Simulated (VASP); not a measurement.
Crystal: MgSb4Se.

```
Mg Sb Se
1.0
     0.00000    4.41897    4.41897
     4.41897    0.00000    4.41897
     4.41897    4.41897    0.00000
Mg Sb Se
1 4 1
Direct
  0.00000 0.00000 0.00000
  0.87407 0.37531 0.37531
  0.37531 0.37531 0.37531
  0.37531 0.87407 0.37531
  0.37531 0.37531 0.87407
  0.75000 0.75000 0.75000
```

The cell was generated, and may not be a known phase.

```yaml
Program: VASP 6.6.1
Task: relaxation of cell and atoms
Functional: PBE
Potentials_or_basis: VASP PAW PBE potentials, release 64 (Mg, Sb, Se)
Cutoff: 600 eV
k_mesh: 8 × 8 × 8
Occupations: gaussian, width 0.1 eV
Spin: no spin polarisation
```

At the start: pressure -1.3 GPa; volume 28.76 Å³/atom.

How do energy, volume and symmetry change on relaxing?

Over 7 steps the energy falls by 5.3 meV/atom and the volume is 28.03 Å³/atom (-2.6 %); space group F-43m (No. 216, to 0.1 Å) before and after.

Step by step:
```csv
step,energy change (eV),largest force (eV/Å),pressure (GPa),volume (Å³)
1,0.0000,0.2040,-1.34,172.58
2,-0.0265,0.1245,0.34,166.63
3,-0.0269,0.1355,0.15,167.25
4,-0.0300,0.0764,0.11,167.45
5,-0.0316,0.0013,0.07,167.73
6,-0.0317,0.0032,0.08,167.74
7,-0.0317,0.0036,-0.05,168.15
```

Final structure:
```xyz
6
Lattice="0.0000 4.3808 4.3808 4.3808 0.0000 4.3808 4.3808 4.3808 0.0000" Properties=species:S:1:pos:R:3 pbc="T T T"
Mg    0.0000    0.0000    0.0000
Sb    3.3031    5.4586    5.4586
Sb    3.3031    3.3031    3.3031
Sb    5.4586    3.3031    5.4586
Sb    5.4586    5.4586    3.3031
Se    6.5713    6.5713    6.5713
```
